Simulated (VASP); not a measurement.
# PbO (I4mm) in VASP: single point with PBE

Aim: the single point of PbO with PBE.

Everything below comes from runs of VASP 6.6.1. Logs are shortened: lines on timing, memory, paths and dates and some standing lists are left out, and cuts for length are marked.

## (1) The cell of the first run

It takes space group I4mm (No. 107, tetragonal). Conventional cell: a = 3.536 Å, b = 3.536 Å, c = 5.000 Å, α = 90.00°, β = 90.00°, γ = 90.00°. Within 2.6 Å of Pb (site symmetry 4mm) lie 5 O at 1.95 to 2.56 Å. O (site symmetry 4mm) has 5 Pb at 1.95 to 2.56 Å within 2.6 Å.

## (2) Single point, PBE

INCAR reads:

```
PREC     = Accurate       # precision mode
ENCUT    = 600            # plane-wave cutoff, eV
EDIFF    = 1E-6           # SCF threshold, eV
ISMEAR   = -1             # smearing method
SIGMA    = 0.05           # smearing width, eV
LREAL    = F              # projectors in reciprocal space
LASPH    = T              # aspherical terms in the spheres
NELM     = 120            # most SCF steps
ALGO     = Normal         # electronic algorithm
ISIF     = 2              # what is computed and relaxed
LWAVE    = F              # write WAVECAR
LCHARG   = T              # write CHGCAR
GGA      = PE             # functional
LELF     = T              # ELF
LVHAR    = T            
NBANDS   = 17             # bands
GGA_COMPAT= F
```

KPOINTS reads:

```
Automatic mesh
0
Gamma
  3 3 3
```

POSCAR reads:

```
PbO
1.0
    0.0000000000      2.5000000000      2.5000000000
    2.5000000000      0.0000000000      2.5000000000
    2.5000000000      2.5000000000      0.0000000000
Pb O
1 1
Direct
    0.0000000000      0.0000000000      0.0000000000
    0.3900000000      0.3900000000     -0.3900000000
```

Potentials or basis: VASP PAW PBE potentials, release 64 (Pb_d, O).

Run with:

```
cat potpaw_PBE.64/Pb_d/POTCAR potpaw_PBE.64/O/POTCAR > POTCAR
mpirun -np 1 vasp_std > vasp.out
```

OUTCAR:

```text
PREC = Accurate
   ENCUT = 600
   EDIFF = 1E-6
   ISMEAR = -1
   LREAL = F
   LASPH = T
   NELM = 120
   ISIF = 2
   GGA = PE

 ion  position               nearest neighbor table
   1  0.000  0.000  0.000-   2 1.95   2 2.56   2 2.56   2 2.56   2 2.56   2 3.05
   2  0.390  0.390  0.610-   1 1.95   1 2.56   1 2.56   1 2.56   1 2.56   1 3.05

  LATTYP: Found a face centered cubic cell.
 ALAT       =     5.0000000000

  Lattice vectors:

 A1 = (   0.0000000000,   2.5000000000,   2.5000000000)
 A2 = (   2.5000000000,   0.0000000000,   2.5000000000)
 A3 = (   2.5000000000,   2.5000000000,   0.0000000000)

Analysis of symmetry for initial positions (statically):
=====================================================================
 Subroutine PRICEL returns:
 Original cell was already a primitive cell.

 Routine SETGRP: Setting up the symmetry group for a
 face centered cubic supercell.

 Subroutine GETGRP returns: Found  8 space group operations
 (whereof  8 operations were pure point group operations)
 out of a pool of 48 trial point group operations.

The static configuration has the point symmetry C_4v.

Analysis of symmetry for dynamics (positions and initial velocities):
=====================================================================
 Subroutine PRICEL returns:
 Original cell was already a primitive cell.

 Routine SETGRP: Setting up the symmetry group for a
 face centered cubic supercell.

 Subroutine GETGRP returns: Found  8 space group operations
 (whereof  8 operations were pure point group operations)
 out of a pool of 48 trial point group operations.

The dynamic configuration has the point symmetry C_4v.

 Subroutine INISYM returns: Found  8 space group operations
 (whereof  8 operations are pure point group operations),
 and found     1 'primitive' translations

----------------------------------------------------------------------------------------

                                     Primitive cell

  volume of cell :      31.2500

  direct lattice vectors                    reciprocal lattice vectors
     0.000000000  2.500000000  2.500000000    -0.200000000  0.200000000  0.200000000
     2.500000000  0.000000000  2.500000000     0.200000000 -0.200000000  0.200000000
     2.500000000  2.500000000  0.000000000     0.200000000  0.200000000 -0.200000000

  length of vectors
     3.535533906  3.535533906  3.535533906     0.346410162  0.346410162  0.346410162

  position of ions in fractional coordinates (direct lattice)
     0.000000000  0.000000000  0.000000000
     0.390000000  0.390000000  0.610000000

  ion indices of the primitive-cell ions
   primitive index   ion index
                 1           1
                 2           2

----------------------------------------------------------------------------------------

 KPOINTS: Automatic mesh

Automatic generation of k-mesh.
 Grid dimensions read from file:
 generate k-points for:    3    3    3

 Generating k-lattice:

  Cartesian coordinates                     Fractional coordinates (reciprocal lattice)
    -0.066666667  0.066666667  0.066666667     0.333333333  0.000000000  0.000000000
     0.066666667 -0.066666667  0.066666667     0.000000000  0.333333333  0.000000000
     0.066666667  0.066666667 -0.066666667     0.000000000  0.000000000  0.333333333

  Length of vectors
     0.115470054  0.115470054  0.115470054

  Shift w.r.t. Gamma in fractional coordinates (k-lattice)
     0.000000000  0.000000000  0.000000000

 Subroutine IBZKPT returns following result:
 ===========================================

 Found      6 irreducible k-points:

 Following reciprocal coordinates:
            Coordinates               Weight
  0.000000  0.000000  0.000000      1.000000
  0.333333  0.000000  0.000000      8.000000
  0.333333  0.333333  0.000000      2.000000
  0.000000  0.333333  0.333333      4.000000
 -0.333333  0.333333  0.000000      4.000000
  0.000000 -0.333333  0.333333      8.000000
   k-points           NKPTS =      6   k-points in BZ     NKDIM =      6   number of bands    NBANDS=     17
   number of dos      NEDOS =    301   number of ions     NIONS =      2
   total plane-waves  NPLWV =  21952
   dimension x,y,z NGX =    28 NGY =   28 NGZ =   28
   dimension x,y,z NGXF=    56 NGYF=   56 NGZF=   56
   ions per type =               1   1
   NGX,Y,Z   is equivalent  to a cutoff of  13.17, 13.17, 13.17 a.u.
   NGXF,Y,Z  is equivalent  to a cutoff of  26.33, 26.33, 26.33 a.u.
 SYSTEM =  unknown system
   PREC   = accura    normal or accurate (medium, high low for compatibility)
   ISTART =      0    job   : 0-new  1-cont  2-samecut
   ICHARG =      2    charge: 1-file 2-atom 10-const
   ISPIN  =      1    spin polarized calculation?
   LNONCOLLINEAR =      F non collinear calculations
   LSORBIT =      F    spin-orbit coupling
   LASPH  =      T    aspherical Exc in radial PAW
   ENCUT  =  600.0 eV  44.10 Ry    6.64 a.u.   7.06  7.06  7.06*2*pi/ulx,y,z
   NELM   =    120;   NELMIN=  2; NELMDL= -5     # of ELM steps
   EDIFF  = 0.1E-05   stopping-criterion for ELM
   LREAL  =      F    real-space projection
[... 7 lines left out ...]
   TEBEG  =    0.0;   TEEND  =   0.0 temperature during run
   PSTRESS=    0.0 pullay stress
   NELECT =      20.0000    total number of electrons
   NUPDOWN=      -1.0000    fix difference up-down
   EMIN   =  10.00;   EMAX   =-10.00  energy-range for DOS
   EFERMI =   0.00;   METHOD = LEGACY
   ISMEAR =    -1;   SIGMA  =   0.05  broadening in eV -4-tet -1-fermi 0-gaus
   EFERMI_NEDOS =   21; number of points for ismear=-14 and -15
   IALGO  =     38    algorithm
   IMIX   =      4    mixing-type and parameters
     AMIX     =   0.40;   BMIX     =  1.00
     AMIX_MAG =   1.60;   BMIX_MAG =  1.00
  volume/ion in A,a.u.               =      15.62       105.44
  Fermi-wavevector in a.u.,A,eV,Ry     =   1.410809  2.666042 27.080783  1.990381
  Thomas-Fermi vector in A             =   2.532725
   LORBIT       =      0    0 simple, 1 ext, 2 COOP (PROOUT), +10 PAW based schemes
   GGA     = PE    functional components
   LHFCALC =     F    Hartree Fock is set to
   AEXX    =    0.0000 exact exchange contribution
   IVDW    =     0    specifies the selected vdW correction
   LEPSILON=     F    determine dielectric tensor
   LRPA    =     F    only Hartree local field effects (RPA)
 non-spin polarized calculation
  energy-cutoff  :      600.00
  volume of cell :       31.25
 maximum number of plane-waves:      1044
   NGX = 15   NGY = 15   NGZ = 15

 number of electron      20.0000001 magnetization

 Free energy of the ion-electron system (eV)
  ---------------------------------------------------
  ext. energy  EPLUGINS =         0.00000000
  ---------------------------------------------------
  free energy    TOTEN  =        -9.64521931 eV

  energy without entropy =       -9.64521931  energy(sigma->0) =       -9.64521931

 E-fermi :   8.5409     XC(G=0): -11.2894

 val. band max:        7.3957006443   @ k =  -0.3333   0.3333   0.0000
 cond. band min:      10.8568694631   @ k =   0.3333   0.0000   0.0000
 fundamental gap:      3.4611688189
 Fermi energy:         8.5409254249

 k-point     1 :       0.0000    0.0000    0.0000
  band No.  band energies     occupation
      1     -11.6074      2.00000
      2      -8.2357      2.00000
      3      -8.1829      2.00000
      4      -8.1829      2.00000
      5      -8.0713      2.00000
      6      -7.9516      2.00000
[... 9 lines left out ...]
     16      21.3907      0.00000
     17      21.3907      0.00000

 k-point     2 :       0.3333    0.0000    0.0000
  band No.  band energies     occupation
      1     -11.3053      2.00000
      2      -8.2466      2.00000
      3      -8.2136      2.00000
      4      -8.0613      2.00000
      5      -7.9539      2.00000
      6      -7.5732      2.00000
[... 9 lines left out ...]
     16      22.4298      0.00000
     17      24.9340      0.00000

 k-point     3 :       0.3333    0.3333    0.0000
  band No.  band energies     occupation
      1     -11.4374      2.00000
      2      -8.3524      2.00000
      3      -7.9800      2.00000
      4      -7.9311      2.00000
      5      -7.9311      2.00000
      6      -7.1469      2.00000
[... 9 lines left out ...]
     16      25.8051      0.00000
     17      27.3006      0.00000

 k-point     4 :       0.0000    0.3333    0.3333
  band No.  band energies     occupation
      1     -11.4174      2.00000
      2      -8.3111      2.00000
      3      -8.1237      2.00000
      4      -8.0222      2.00000
      5      -7.9187      2.00000
      6      -7.1507      2.00000
[... 9 lines left out ...]
     16      26.3993      0.00000
     17      27.5398      0.00000

 k-point     5 :      -0.3333    0.3333    0.0000
  band No.  band energies     occupation
      1     -11.3873      2.00000
      2      -8.2436      2.00000
      3      -8.0828      2.00000
      4      -7.9975      2.00000
      5      -7.9099      2.00000
      6      -6.7617      2.00000
[... 9 lines left out ...]
     16      25.1744      0.00000
     17      25.9648      0.00000

 k-point     6 :       0.0000   -0.3333    0.3333
  band No.  band energies     occupation
      1     -11.3107      2.00000
      2      -8.2472      2.00000
      3      -8.0977      2.00000
      4      -8.0795      2.00000
      5      -7.9438      2.00000
      6      -6.9078      2.00000
[... 9 lines left out ...]
     16      24.8215      0.00000
     17      25.1653      0.00000

------------------------ aborting loop because EDIFF is reached ----------------------------------------

  FORCE on cell =-STRESS in cart. coord.  units (eV):
  Direction    XX          YY          ZZ          XY          YZ          ZX
  --------------------------------------------------------------------------------------
  -------------------------------------------------------------------------------------
  Total        3.4144316      3.4144316     12.0274458      0.0000000      0.0000000     -0.0000000
  in kB      175.0567989    175.0567989    616.6432325      0.0000000      0.0000000     -0.0000000
  external PRESSURE =     322.2522767 kB  Pullay stress =       0.0000000 kB

 VOLUME and BASIS-vectors are now :
 -----------------------------------------------------------------------------
  energy-cutoff  :      600.00
  volume of cell :       31.25
      direct lattice vectors                 reciprocal lattice vectors
     0.000000000  2.500000000  2.500000000    -0.200000000  0.200000000  0.200000000
     2.500000000  0.000000000  2.500000000     0.200000000 -0.200000000  0.200000000
     2.500000000  2.500000000  0.000000000     0.200000000  0.200000000 -0.200000000

 POSITION                                       TOTAL-FORCE (eV/Angst)
 -----------------------------------------------------------------------------------
      0.00000      0.00000      0.00000         0.000000      0.000000     -4.749037
      2.50000      2.50000      1.95000         0.000000      0.000000      4.749037
 -----------------------------------------------------------------------------------
    total drift:                               -0.000000     -0.000000     -0.000534

  FREE ENERGIE OF THE ION-ELECTRON SYSTEM (eV)
  ---------------------------------------------------
  free  energy   TOTEN  =        -9.6452193123 eV

  energy  without entropy=       -9.6452193123  energy(sigma->0) =       -9.64521931
```

It took 5.5 s on 1 thread of Intel Xeon 6975P-C (Granite Rapids), shared host; peak memory 0.15 GiB.

Results:

```yaml
Free_energy: -9.6452 eV
Pressure: 32.2 GPa
Largest_force: 4.749 eV/Å
Band_gap_on_the_k_mesh: 3.46 eV, indirect (least direct gap 3.51 eV)
```

Forces on the atoms (eV/Å):
```
Pb   0.000  0.000 -4.749
O    0.000  0.000  4.749
```

Levels at points of the mesh, in eV from the valence-band top:
| k point | band 8 | band 9 | band 10 | band 11 | band 12 | band 13 |
| --- | --- | --- | --- | --- | --- | --- |
| (0.00, 0.00, 0.00) | -2.62 | -2.24 | -2.24 | 8.88 | 8.88 | 10.77 |

Caveat: the k points lie up to 0.73 Å⁻¹ apart; spin-orbit coupling is left out, which moves the levels of the heavy elements; forces of over 1 eV/Å act on the atoms, so gaps and moduli don't describe the material at rest. A k mesh can miss the band edges.
